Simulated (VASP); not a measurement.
# SnO in VASP: a series of runs

Runs on SnO. Level: PBE+D3(BJ). Tasks: single point.

All numbers are computed with VASP 6.6.1; they aren't measurements. Logs are shortened: lines on timing, memory, paths and dates and some standing lists are left out, and cuts for length are marked.

## 1. The cell of the first run

The cell holds a slab with vacuum, 4 atoms: a = 3.871 Å, b = 3.871 Å, c = 22.328 Å, α = 90.00°, β = 90.00°, γ = 90.02°.

## 2. Single point, PBE+D3(BJ)

File INCAR:

```
  PREC = Accurate
  ENCUT = 1000
  EDIFF = 1E-6
  ISMEAR = 0
  SIGMA = 0.05
  LREAL = F
  LASPH = T
  NELM = 120
  ALGO = Normal
  ISIF = 2
  LWAVE = F
  LCHARG = T
  LDIPOL = T
  IDIPOL = 3
  DIPOL = 0.5 0.5 0.500
  GGA = PE
  IVDW = 12
  LELF = T
  LVHAR = T
  LVACPOTAV = T
  NBANDS = 28
  GGA_COMPAT = F
  NELMDL = -8
```

File KPOINTS:

```
regular mesh
0
Gamma
  9 9 1
```

File POSCAR:

```
SnO
1.0
    3.8712032000      0.0000000000      0.0000000000
   -0.0012501600      3.8712030000      0.0000000000
    0.0000000000      0.0000000000     22.3277038194
Sn O
2 2
Direct
    0.7634530000      0.2365470000      0.4478740887
    0.2634530000      0.7365470000      0.5521259113
    0.2619440000      0.2380560000      0.5000000000
    0.7619440000      0.7380560000      0.5000000000
```

Potentials or basis: VASP PAW PBE potentials, release 64 (Sn_d, O_h).

Run with:

```bash
> cat potpaw_PBE.64/Sn_d/POTCAR potpaw_PBE.64/O_h/POTCAR > POTCAR
> mpirun -np 1 vasp_std > vasp.out
```

OUTCAR:

```text
PREC = Accurate
   ENCUT = 1000
   EDIFF = 1E-6
   ISMEAR = 0
   LREAL = F
   LASPH = T
   NELM = 120
   ISIF = 2
   GGA = PE
   IVDW = 12
   NELMDL = -8
 IVDW          = 12

 ion  position               nearest neighbor table
   1  0.763  0.237  0.448-   3 2.25   4 2.25   3 2.26   4 2.26   2 3.59   2 3.59   2 3.59   2 3.59

   2  0.263  0.737  0.552-   4 2.25   3 2.25   4 2.26   3 2.26   1 3.59   1 3.59   1 3.59   1 3.59

   3  0.262  0.238  0.500-   1 2.25   2 2.25   1 2.26   2 2.26
   4  0.762  0.738  0.500-   2 2.25   1 2.25   2 2.26   1 2.26

  LATTYP: Found a base centered orthorhombic cell.
 ALAT       =     5.4738240015
 B/A-ratio  =     1.0003229905
 C/A-ratio  =     4.0789955639

  Lattice vectors:

 A1 = (   3.8712032000,   0.0000000000,   0.0000000000)
 A2 = (  -0.0012501600,   3.8712030000,   0.0000000000)
 A3 = (   0.0000000000,   0.0000000000,  22.3277038194)

Analysis of symmetry for initial positions (statically):
=====================================================================
 Subroutine PRICEL returns:
 Original cell was already a primitive cell.

 Routine SETGRP: Setting up the symmetry group for a
 base centered orthorhombic supercell.

 Subroutine GETGRP returns: Found  4 space group operations
 (whereof  2 operations were pure point group operations)
 out of a pool of  8 trial point group operations.

The static configuration has the point symmetry C_1h.
 The point group associated with its full space group is C_2v.

Analysis of symmetry for dynamics (positions and initial velocities):
=====================================================================
 Subroutine PRICEL returns:
 Original cell was already a primitive cell.

 Routine SETGRP: Setting up the symmetry group for a
 base centered orthorhombic supercell.

 Subroutine GETGRP returns: Found  4 space group operations
 (whereof  2 operations were pure point group operations)
 out of a pool of  8 trial point group operations.

The dynamic configuration has the point symmetry C_1h.
 The point group associated with its full space group is C_2v.

 Subroutine INISYM returns: Found  4 space group operations
 (whereof  2 operations are pure point group operations),
 and found     1 'primitive' translations

----------------------------------------------------------------------------------------

                                     Primitive cell

  volume of cell :     334.6077

  direct lattice vectors                    reciprocal lattice vectors
     3.871203200  0.000000000  0.000000000     0.258317621  0.000083421  0.000000000
    -0.001250160  3.871203000  0.000000000     0.000000000  0.258317634  0.000000000
     0.000000000  0.000000000 22.327703819     0.000000000  0.000000000  0.044787409

  length of vectors
     3.871203200  3.871203202 22.327703819     0.258317634  0.258317634  0.044787409

  position of ions in fractional coordinates (direct lattice)
     0.763453000  0.236547000  0.447874089
     0.263453000  0.736547000  0.552125911
     0.261944000  0.238056000  0.500000000
     0.761944000  0.738056000  0.500000000

  ion indices of the primitive-cell ions
   primitive index   ion index
                 1           1
                 2           2
                 3           3
                 4           4

----------------------------------------------------------------------------------------

 KPOINTS: regular mesh

Automatic generation of k-mesh.
 Grid dimensions read from file:
 generate k-points for:    9    9    1

 Generating k-lattice:

  Cartesian coordinates                     Fractional coordinates (reciprocal lattice)
     0.028701958  0.000009269  0.000000000     0.111111111  0.000000000  0.000000000
     0.000000000  0.028701959  0.000000000     0.000000000  0.111111111  0.000000000
     0.000000000  0.000000000  0.044787409     0.000000000  0.000000000  1.000000000

  Length of vectors
     0.028701959  0.028701959  0.044787409

  Shift w.r.t. Gamma in fractional coordinates (k-lattice)
     0.000000000  0.000000000  0.000000000

 Subroutine IBZKPT returns following result:
 ===========================================

 Found     25 irreducible k-points:

 Following reciprocal coordinates:
            Coordinates               Weight
  0.000000  0.000000  0.000000      1.000000
  0.111111  0.000000  0.000000      4.000000
  0.222222  0.000000  0.000000      4.000000
  0.333333  0.000000  0.000000      4.000000
  0.444444  0.000000  0.000000      4.000000
  0.111111  0.111111  0.000000      2.000000
[... 16 lines left out ...]
 -0.333333  0.333333  0.000000      2.000000
  0.444444  0.444444  0.000000      2.000000
   k-points           NKPTS =     25   k-points in BZ     NKDIM =     25   number of bands    NBANDS=     28
   number of dos      NEDOS =    301   number of ions     NIONS =      4
   total plane-waves  NPLWV = 384000
   dimension x,y,z NGX =    40 NGY =   40 NGZ =  240
   dimension x,y,z NGXF=    80 NGYF=   80 NGZF=  480
   ions per type =               2   2
   NGX,Y,Z   is equivalent  to a cutoff of  17.18, 17.18, 17.87 a.u.
   NGXF,Y,Z  is equivalent  to a cutoff of  34.36, 34.36, 35.74 a.u.
 SYSTEM =  unknown system
   PREC   = accura    normal or accurate (medium, high low for compatibility)
   ISTART =      0    job   : 0-new  1-cont  2-samecut
   ICHARG =      2    charge: 1-file 2-atom 10-const
   ISPIN  =      1    spin polarized calculation?
   LNONCOLLINEAR =      F non collinear calculations
   LSORBIT =      F    spin-orbit coupling
   LASPH  =      T    aspherical Exc in radial PAW
   ENCUT  = 1000.0 eV  73.50 Ry    8.57 a.u.   9.98  9.98 57.57*2*pi/ulx,y,z
   NELM   =    120;   NELMIN=  2; NELMDL= -8     # of ELM steps
   EDIFF  = 0.1E-05   stopping-criterion for ELM
   LREAL  =      F    real-space projection
[... 7 lines left out ...]
   TEBEG  =    0.0;   TEEND  =   0.0 temperature during run
   PSTRESS=    0.0 pullay stress
   NELECT =      40.0000    total number of electrons
   NUPDOWN=      -1.0000    fix difference up-down
   EMIN   =  10.00;   EMAX   =-10.00  energy-range for DOS
   EFERMI =   0.00;   METHOD = LEGACY
   ISMEAR =     0;   SIGMA  =   0.05  broadening in eV -4-tet -1-fermi 0-gaus
   EFERMI_NEDOS =   21; number of points for ismear=-14 and -15
   IALGO  =     38    algorithm
   IMIX   =      4    mixing-type and parameters
     AMIX     =   0.40;   BMIX     =  1.00
     AMIX_MAG =   1.60;   BMIX_MAG =  1.00
  volume/ion in A,a.u.               =      83.65       564.51
  Fermi-wavevector in a.u.,A,eV,Ry     =   0.806460  1.523988  8.848926  0.650378
  Thomas-Fermi vector in A             =   1.914897
   LORBIT       =      0    0 simple, 1 ext, 2 COOP (PROOUT), +10 PAW based schemes
   GGA     = PE    functional components
   LHFCALC =     F    Hartree Fock is set to
   AEXX    =    0.0000 exact exchange contribution
   IVDW    =    12    specifies the selected vdW correction
   LEPSILON=     F    determine dielectric tensor
   LRPA    =     F    only Hartree local field effects (RPA)
 non-spin polarized calculation
 Gauss-broadening in eV      SIGMA  =   0.05
  energy-cutoff  :     1000.00
  volume of cell :      334.61
 maximum number of plane-waves:     24086
   NGX = 19   NGY = 19   NGZ =115

 number of electron      39.9999998 magnetization

 dipolmoment           0.000000      0.000000     -0.000000 electrons x Angstroem

 Free energy of the ion-electron system (eV)
  ---------------------------------------------------
  ext. energy  EPLUGINS =         0.00000000
  ---------------------------------------------------
  free energy    TOTEN  =       -22.59557005 eV

  energy without entropy =      -22.59557005  energy(sigma->0) =      -22.59557005

 E-fermi :  -2.6342     XC(G=0):  -2.8117

 val. band max:       -2.8910727770   @ k =   0.2222   0.0000   0.0000
 cond. band min:       0.0255057722   @ k =   0.0000   0.0000   0.0000
 fundamental gap:      2.9165785492
 Fermi energy:        -2.6341605581

 k-point     1 :       0.0000    0.0000    0.0000
  band No.  band energies     occupation
      1     -23.5059      2.00000
      2     -23.1570      2.00000
      3     -23.1337      2.00000
      4     -23.1335      2.00000
      5     -23.1160      2.00000
      6     -23.0928      2.00000
[... 20 lines left out ...]
     27       2.9626      0.00000
     28       3.5874      0.00000

 k-point     2 :       0.1111    0.0000    0.0000
  band No.  band energies     occupation
      1     -23.5003      2.00000
      2     -23.1559      2.00000
      3     -23.1345      2.00000
      4     -23.1323      2.00000
      5     -23.1189      2.00000
      6     -23.1003      2.00000
[... 20 lines left out ...]
     27       3.1312      0.00000
     28       3.6296      0.00000

 k-point     3 :       0.2222    0.0000    0.0000
  band No.  band energies     occupation
      1     -23.4841      2.00000
      2     -23.1999      2.00000
      3     -23.1368      2.00000
      4     -23.1284      2.00000
      5     -23.1260      2.00000
      6     -23.1231      2.00000
[... 20 lines left out ...]
     27       3.0244      0.00000
     28       3.5356      0.00000

 k-point     4 :       0.3333    0.0000    0.0000
  band No.  band energies     occupation
      1     -23.4580      2.00000
      2     -23.2858      2.00000
      3     -23.1394      2.00000
      4     -23.1327      2.00000
      5     -23.1223      2.00000
      6     -23.1159      2.00000
[... 578 lines left out ...]
     27       4.5852      0.00000
     28       4.7311      0.00000

 k-point    23 :      -0.3333    0.3333    0.0000
  band No.  band energies     occupation
      1     -23.4477      2.00000
      2     -23.3717      2.00000
      3     -23.1297      2.00000
      4     -23.1252      2.00000
      5     -23.1188      2.00000
      6     -23.1143      2.00000
[... 20 lines left out ...]
     27       4.5611      0.00000
     28       4.5977      0.00000

 k-point    24 :       0.4444    0.4444    0.0000
  band No.  band energies     occupation
      1     -23.4381      2.00000
      2     -23.4296      2.00000
      3     -23.1314      2.00000
      4     -23.1310      2.00000
      5     -23.1017      2.00000
      6     -23.1008      2.00000
[... 20 lines left out ...]
     27       4.2631      0.00000
     28       4.3013      0.00000

 [... further k-points ...]

------------------------ aborting loop because EDIFF is reached ----------------------------------------

 Edisp (eV)   -0.53524

 E8    (eV) :    -0.2420

  FORCE on cell =-STRESS in cart. coord.  units (eV):
  Direction    XX          YY          ZZ          XY          YZ          ZX
  --------------------------------------------------------------------------------------
  -------------------------------------------------------------------------------------
  Total      -0.70436    -0.70435     0.23261     0.01083     0.00000     0.00000
  in kB      -3.37264    -3.37261     1.11378     0.05187     0.00000     0.00000
  external pressure =       -1.88 kB  Pullay stress =        0.00 kB

 VOLUME and BASIS-vectors are now :
 -----------------------------------------------------------------------------
  energy-cutoff  :     1000.00
  volume of cell :      334.61
      direct lattice vectors                 reciprocal lattice vectors
     3.871203200  0.000000000  0.000000000     0.258317621  0.000083421  0.000000000
    -0.001250160  3.871203000  0.000000000     0.000000000  0.258317634  0.000000000
     0.000000000  0.000000000 22.327703819     0.000000000  0.000000000  0.044787409

 POSITION                                       TOTAL-FORCE (eV/Angst)
 -----------------------------------------------------------------------------------
      2.95519      0.91572     10.00000        -0.017407      0.017401     -0.103309
      1.01896      2.85132     12.32770        -0.017407      0.017401      0.103309
      1.01374      0.92156     11.16385         0.017407     -0.017401     -0.000000
      2.94872      2.85716     11.16385         0.017407     -0.017401     -0.000000
 -----------------------------------------------------------------------------------
    total drift:                               -0.000009      0.000009      0.000000

  FREE ENERGIE OF THE ION-ELECTRON SYSTEM (eV)
  ---------------------------------------------------
  free  energy   TOTEN  =       -23.1308118709 eV

  energy  without entropy=      -23.1308118709  energy(sigma->0) =      -23.13081187

 vacuum level on the upper side and lower side of the slab         2.431         2.431
```

Run time: 15 min. Hardware: 1 thread of Intel Xeon Platinum 8488C (Sapphire Rapids), shared host; peak memory 1 GiB.

Results:

| Item | Value |
| --- | --- |
| Free energy | -23.1308 eV |
| Largest force | 0.106 eV/Å |
| Band gap on the k mesh | 2.92 eV (least direct gap 2.94 eV) |
| Dispersion energy per atom | -0.134 eV |

Forces on the atoms (eV/Å):
```
Sn  -0.017  0.017 -0.103
Sn  -0.017  0.017  0.103
O    0.017 -0.017  0.000
O    0.017 -0.017  0.000
```

Caveat: spin-orbit coupling is left out, which moves the levels of the heavy elements.

(Part 1 of 2 ends here.)
